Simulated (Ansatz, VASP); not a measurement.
**I: VASP beside Ansatz**

```
CELL_PARAMETERS angstrom
7.90486 0.00000 0.00000
-3.95243 6.84581 0.00000
0.00000 0.00000 2.92828
ATOMIC_POSITIONS crystal
I 0.00000 0.00000 0.00000
I 0.33333 0.66667 0.50000
I 0.66667 0.33333 0.50000
```

Alike in both runs: functional PBE; k mesh 9 × 9 × 12; occupations gaussian, width 0.1 eV; no spin polarisation.

Ansatz relaxed the structure, and its values are those at the end. VASP's run is a single point on that final structure, the one shown.

|  | VASP | Ansatz |
| --- | --- | --- |
| version | VASP 6.6.1 | Ansatz 0.2.0 |
| potentials or method | VASP PAW PBE potentials, release 64 (I), cutoff 520 eV | scalar-relativistic, plane waves, PAW |
| valence electrons in the cell | 21 | 51 |

|  | VASP | Ansatz | Ansatz less VASP |
| --- | --- | --- | --- |
| gap on the k mesh at the Fermi level (eV) | none | none | - |
| pressure (GPa) | 0.0 | 0.0 | +0.04 |

A gap of «none» marks a metal or a gap that the smearing closes. The functional is the same, so the differences come from potentials, cutoffs and numerics. VASP's potentials hold 21 valence electrons a cell and Ansatz's 51, so a difference there can come from the potentials and not from the codes.

Spin-orbit coupling is off throughout.
